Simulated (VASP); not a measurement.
# SiO2 (Pmma) in VASP: vibrations by perturbation theory with PBE

Aim: the vibrations by perturbation theory of SiO2 with PBE.

Everything below comes from runs of VASP 6.6.1. Logs are shortened: lines on timing, memory, paths and dates and some standing lists are left out, and cuts for length are marked.

## Step 1: The cell of the first run

The structure is orthorhombic, space group Pmma (No. 51). The conventional cell has a = 5.289 Å, b = 2.813 Å, c = 6.384 Å, α = 90.00°, β = 90.00°, γ = 90.00°. Si (site symmetry mm2) has 4 O at 1.62 to 1.65 Å within 2.2 Å. Within 2.2 Å of O (site symmetry mm2) lie 2 Si at 1.65 Å. O (site symmetry 2/m) has 2 Si at 1.62 Å within 2.2 Å.

## Step 2: Vibrations by perturbation theory, PBE

Input file INCAR:

```
SYSTEM = SiO2
ALGO     = Normal         ! electronic algorithm
EDIFF    = 1E-8           ! SCF threshold, eV
ENCUT    = 520            ! plane-wave cutoff, eV
GGA      = PE             ! functional
IBRION   = 8              ! ionic algorithm
ISIF     = 2              ! what is computed and relaxed
ISMEAR   = 0              ! smearing method
LASPH    = .TRUE.         ! aspherical terms in the spheres
LCHARG   = .FALSE.        ! write CHGCAR
LEPSILON = .TRUE.         ! dielectric tensor by DFPT
LREAL    = .FALSE.        ! projectors in reciprocal space
LWAVE    = .FALSE.        ! write WAVECAR
NELM     = 80             ! most SCF steps
NSW      = 1              ! ionic steps
PREC     = Accurate       ! precision mode
SIGMA    = 0.01           ! smearing width, eV
```

Input file KPOINTS:

```
k-points
0
G
  4 8 4
  0 0 0
```

Input file POSCAR:

```
SiO2
1.0
    5.2889500542      0.0000000000      0.0000000000
    0.0000000000      2.8132849242      0.0000000000
    0.0000000000      0.0000000000      6.3836465838
Si O
2 4
Direct
    0.7500000000      0.0000000000      0.8535302600
    0.2500000000      0.0000000000      0.1464697400
    0.7500000000      0.5000000000      0.7176596841
    0.2500000000      0.5000000000      0.2823403159
    0.0000000000      0.0000000000      0.0000000000
    0.5000000000      0.0000000000      0.0000000000
```

Potentials or basis: VASP PAW PBE potentials, release 64 (Si, O).

On the command line:

```console
> cat potpaw_PBE.64/Si/POTCAR potpaw_PBE.64/O/POTCAR > POTCAR
> mpirun -np 1 vasp_std > vasp.out
```

OUTCAR:

```text
SYSTEM = SiO2
   EDIFF = 1E-8
   ENCUT = 520
   GGA = PE
   IBRION = 8
   ISIF = 2
   ISMEAR = 0
   LASPH = .TRUE.
   LEPSILON = .TRUE.
   LREAL = .FALSE.
   NELM = 80
   NSW = 1
   PREC = Accurate

 ion  position               nearest neighbor table
   1  0.750  0.000  0.854-   5 1.62   6 1.62   3 1.65   3 1.65
   2  0.250  0.000  0.146-   5 1.62   6 1.62   4 1.65   4 1.65
   3  0.750  0.500  0.718-   1 1.65   1 1.65
   4  0.250  0.500  0.282-   2 1.65   2 1.65
   5  0.000  0.000  0.000-   1 1.62   2 1.62
   6  0.500  0.000  0.000-   1 1.62   2 1.62

  LATTYP: Found a simple orthorhombic cell.
 ALAT       =     2.8132849242
 B/A-ratio  =     1.8799908991
 C/A-ratio  =     2.2691077355

  Lattice vectors:

 A1 = (   0.0000000000,  -2.8132849242,   0.0000000000)
 A2 = (   5.2889500542,   0.0000000000,   0.0000000000)
 A3 = (   0.0000000000,   0.0000000000,   6.3836465838)

Analysis of symmetry for initial positions (statically):
=====================================================================
 Subroutine PRICEL returns:
 Original cell was already a primitive cell.

 Routine SETGRP: Setting up the symmetry group for a
 simple orthorhombic supercell.

 Subroutine GETGRP returns: Found  8 space group operations
 (whereof  4 operations were pure point group operations)
 out of a pool of  8 trial point group operations.

The static configuration has the point symmetry C_2h.
 The point group associated with its full space group is D_2h.

Analysis of symmetry for dynamics (positions and initial velocities):
=====================================================================
 Subroutine PRICEL returns:
 Original cell was already a primitive cell.

 Routine SETGRP: Setting up the symmetry group for a
 simple orthorhombic supercell.

 Subroutine GETGRP returns: Found  8 space group operations
 (whereof  4 operations were pure point group operations)
 out of a pool of  8 trial point group operations.

The dynamic configuration has the point symmetry C_2h.
 The point group associated with its full space group is D_2h.

 Subroutine INISYM returns: Found  8 space group operations
 (whereof  4 operations are pure point group operations),
 and found     1 'primitive' translations

----------------------------------------------------------------------------------------

                                     Primitive cell
[... 808 lines left out ...]
          XX          YY          ZZ          XY          YZ          ZX
  --------------------------------------------------------------------------------
  x     0.00000     0.00000     0.00000     0.00000     0.00000     0.00000
  y     0.00000     0.00000     0.00000     0.00000     0.00000     0.00000
  z     0.00000     0.00000     0.00000     0.00000     0.00000     0.00000

 PIEZOELECTRIC TENSOR (including local field effects)  for field in x, y, z        (C/m^2)
          XX          YY          ZZ          XY          YZ          ZX
  --------------------------------------------------------------------------------
  x     0.00000     0.00000     0.00000     0.00000     0.00000     0.00000
  y     0.00000     0.00000     0.00000     0.00000     0.00000     0.00000
  z     0.00000     0.00000     0.00000     0.00000     0.00000     0.00000

 BORN EFFECTIVE CHARGES (including local field effects) (in |e|, cummulative output)
 ---------------------------------------------------------------------------------
 ion    1
    1     3.54746     0.00000     0.00000
    2     0.00000     3.61251     0.00000
    3     0.00000     0.00000     2.22289
 ion    2
    1     3.54746     0.00000     0.00000
    2     0.00000     3.61251     0.00000
    3     0.00000     0.00000     2.22289
 ion    3
    1    -1.04629     0.00000     0.00000
    2     0.00000    -2.33060     0.00000
    3     0.00000     0.00000    -1.05875
 ion    4
    1    -1.04629     0.00000     0.00000
    2    -0.00000    -2.33060     0.00000
    3     0.00000     0.00000    -1.05875
 ion    5
    1    -2.50117     0.00000    -1.07534
    2     0.00000    -1.28191     0.00000
    3    -0.69925     0.00000    -1.16415
 ion    6
    1    -2.50117     0.00000     1.07534
    2     0.00000    -1.28191     0.00000
    3     0.69925     0.00000    -1.16415

 INTERNAL STRAIN TENSOR FOR ION    6 for displacements in x,y,z  (eV/Angst):
          X           Y           Z          XY          YZ          ZX
  --------------------------------------------------------------------------------
  x     0.00000     0.00000     0.00000     0.00000     0.00000     0.00000
  y     0.00000     0.00000     0.00000     0.00000     0.00000     0.00000
  z     0.00000     0.00000     0.00000     0.00000     0.00000     0.00000

 SECOND DERIVATIVES (NOT SYMMETRIZED)
 ------------------------------------
               1X          1Y          1Z          2X          2Y          2Z          3X          3Y          3Z          4X          4Y          4Z          5X          5Y          5Z          6X          6Y          6Z
  1X   -44.658783    0.000000    0.000000   12.779313    0.000000    0.000000    5.913290    0.000000    0.000000   -3.455035    0.000000    0.000000   14.710607    0.000000    9.635747   14.710607    0.000000   -9.635747
  1Y     0.000000  -30.657894    0.000000    0.000000    0.447122    0.000000    0.000000   28.771507    0.000000    0.000000    0.348298    0.000000    0.000000    0.545484    0.000000    0.000000    0.545484    0.000000
  1Z     0.000000    0.000000  -46.312530    0.000000    0.000000    4.696457    0.000000    0.000000   18.489165    0.000000    0.000000   -2.029390   13.212983    0.000000   12.578149  -13.212983    0.000000   12.578149
  2X    12.779313    0.000000    0.000000  -44.658783    0.000000    0.000000   -3.455035    0.000000    0.000000    5.913290    0.000000    0.000000   14.710607    0.000000    9.635747   14.710607    0.000000   -9.635747
  2Y     0.000000    0.447122    0.000000    0.000000  -30.657894    0.000000    0.000000    0.348298    0.000000    0.000000   28.771507    0.000000    0.000000    0.545484    0.000000    0.000000    0.545484    0.000000
  2Z     0.000000    0.000000    4.696457    0.000000    0.000000  -46.312530    0.000000    0.000000   -2.029390    0.000000    0.000000   18.489165   13.212983    0.000000   12.578149  -13.212983    0.000000   12.578149
  3X     5.775028    0.000000    0.000000   -3.321320    0.000000    0.000000   -7.393433    0.000000    0.000000    0.986127    0.000000   -0.000000    1.976799    0.000000    3.333561    1.976799    0.000000   -3.333561
  3Y     0.000000   28.777300    0.000000    0.000000    0.353571    0.000000    0.000000  -32.764230    0.000000    0.000000    0.273008    0.000000    0.000000    1.680175    0.000000    0.000000    1.680175    0.000000
  3Z     0.000000    0.000000   18.476385    0.000000    0.000000   -2.057082    0.000000    0.000000  -20.429986    0.000000    0.000000    1.076653    1.957940    0.000000    1.467015   -1.957940    0.000000    1.467015
  4X    -3.321320    0.000000    0.000000    5.775028    0.000000    0.000000    0.986127    0.000000   -0.000000   -7.393433    0.000000    0.000000    1.976799    0.000000    3.333561    1.976799    0.000000   -3.333561
  4Y     0.000000    0.353571    0.000000    0.000000   28.777300    0.000000    0.000000    0.273008    0.000000    0.000000  -32.764230    0.000000    0.000000    1.680175    0.000000    0.000000    1.680175    0.000000
  4Z     0.000000    0.000000   -2.057082    0.000000    0.000000   18.476385    0.000000    0.000000    1.076653    0.000000    0.000000  -20.429986    1.957940    0.000000    1.467015   -1.957940    0.000000    1.467015
  5X    14.709325    0.000000   13.243774   14.709325    0.000000   13.243774    1.978332    0.000000    1.918543    1.978332    0.000000    1.918543  -43.074678    0.000000  -28.134270    9.699364    0.000000   -2.190364
  5Y     0.000000    0.551164    0.000000    0.000000    0.551164    0.000000    0.000000    1.680511    0.000000    0.000000    1.680511    0.000000    0.000000   -3.787181    0.000000    0.000000   -0.676168    0.000000
  5Z     9.636054    0.000000   12.594485    9.636054    0.000000   12.594485    3.333892    0.000000    1.452557    3.333892    0.000000    1.452557  -28.140339    0.000000  -25.074145    2.200446    0.000000   -3.019938
  6X    14.709325    0.000000  -13.243774   14.709325    0.000000  -13.243774    1.978332    0.000000   -1.918543    1.978332    0.000000   -1.918543    9.699364    0.000000    2.190364  -43.074678    0.000000   28.134270
  6Y     0.000000    0.551164    0.000000    0.000000    0.551164    0.000000    0.000000    1.680511    0.000000    0.000000    1.680511    0.000000    0.000000   -0.676168    0.000000    0.000000   -3.787181    0.000000
  6Z    -9.636054    0.000000   12.594485   -9.636054    0.000000   12.594485   -3.333892    0.000000    1.452557   -3.333892    0.000000    1.452557   -2.200446    0.000000   -3.019938   28.140339    0.000000  -25.074145

 Eigenvectors and eigenvalues of the dynamical matrix
 ----------------------------------------------------

   1 f  =   36.084239 THz   226.723959 2PiTHz 1203.640648 cm-1   149.232354 meV
             X         Y         Z           dx          dy          dz
      3.966713  0.000000  5.448636     0.000000    0.000000    0.287752
      1.322238  0.000000  0.935011     0.000000    0.000000    0.287752
      3.966713  1.406642  4.581286     0.000000   -0.000000   -0.006636
      1.322238  1.406642  1.802361     0.000000   -0.000000   -0.006636
      0.000000  0.000000  0.000000    -0.526148    0.000000   -0.374596
      2.644475  0.000000  0.000000     0.526148   -0.000000   -0.374596
[... 145 lines left out ...]
  18 f/i=    1.530621 THz     9.617173 2PiTHz   51.056006 cm-1     6.330135 meV
             X         Y         Z           dx          dy          dz
      3.966713  0.000000  5.448636     0.020513   -0.000000   -0.000000
      1.322238  0.000000  0.935011     0.020513   -0.000000   -0.000000
      3.966713  1.406642  4.581286     0.323469   -0.000000   -0.000000
      1.322238  1.406642  1.802361     0.323469   -0.000000   -0.000000
      0.000000  0.000000  0.000000    -0.351390   -0.000000    0.521030
      2.644475  0.000000  0.000000    -0.351390   -0.000000   -0.521030

--------------------------------------------------------------------------------------------------------

 MACROSCOPIC STATIC DIELECTRIC TENSOR IONIC CONTRIBUTION
 ------------------------------------------------------
           1.889455     0.000000    -0.000000
           0.000000     2.787619     0.000000
          -0.000000     0.000000     0.512200
 ------------------------------------------------------

 ELASTIC MODULI CONTR FROM IONIC RELAXATION (kBar)
 Direction    XX          YY          ZZ          XY          YZ          ZX
 --------------------------------------------------------------------------------
 XX       -1683.0950   -193.1621  -1312.1610      0.0000     -0.0000     -0.0000
 YY        -193.1621  -1152.6516   -890.4855      0.0000     -0.0000     -0.0000
 ZZ       -1312.1610   -890.4855  -1507.2324      0.0000     -0.0000     -0.0000
 XY           0.0000      0.0000      0.0000      0.0000      0.0000      0.0000
 YZ          -0.0000     -0.0000     -0.0000      0.0000  -1415.9007      0.0000
 ZX          -0.0000     -0.0000     -0.0000      0.0000      0.0000  -1532.1521
 --------------------------------------------------------------------------------

 PIEZOELECTRIC TENSOR IONIC CONTR  for field in x, y, z        (C/m^2)
          XX          YY          ZZ          XY          YZ          ZX
  --------------------------------------------------------------------------------
  x     0.00000     0.00000     0.00000     0.00000     0.00000    -0.00000
  y    -0.00000    -0.00000    -0.00000     0.00000    -0.00000     0.00000
  z    -0.00000     0.00000    -0.00000     0.00000     0.00000    -0.00000
```

Wall time 44 min (1 thread of Oxide Virtual Turin-like, shared host); peak memory 0.53 GiB.

What came out:

```yaml
Electronic_dielectric_tensor_diagonal: 2.22, 2.32, 1.93
Born_charges_mean_of_the_diagonal: Si +3.13; O -1.48, -1.65 (each value once) e
Highest_phonon_frequency_at_Γ_LO-TO_splitting_left_out: 1204 cm⁻¹
Most_unstable_mode: 51i cm⁻¹
```

Phonon frequencies in cm⁻¹ (negative: imaginary):
| q point | frequencies |
| --- | --- |
| (0.000, 0.000, 0.000) | -51 0 0 0 210 230 317 333 393 398 441 710 767 837 905 905 1081 1204 |

Electronic dielectric tensor:
```
2.22 0.00 0.00
0.00 2.32 0.00
0.00 0.00 1.93
```

Born effective charge tensors (e):
atom 1, Si
```
3.55 0.00 0.00
0.00 3.61 0.00
0.00 0.00 2.22
```
atom 2, Si
```
3.55 0.00 0.00
0.00 3.61 0.00
0.00 0.00 2.22
```
atom 3, O
```
-1.05  0.00  0.00
 0.00 -2.33  0.00
 0.00  0.00 -1.06
```
atom 4, O
```
-1.05  0.00  0.00
 0.00 -2.33  0.00
 0.00  0.00 -1.06
```
atom 5, O
```
-2.50  0.00 -1.08
 0.00 -1.28  0.00
-0.70  0.00 -1.16
```
atom 6, O
```
-2.50  0.00  1.08
 0.00 -1.28  0.00
 0.70  0.00 -1.16
```

Caveat: some modes are imaginary.
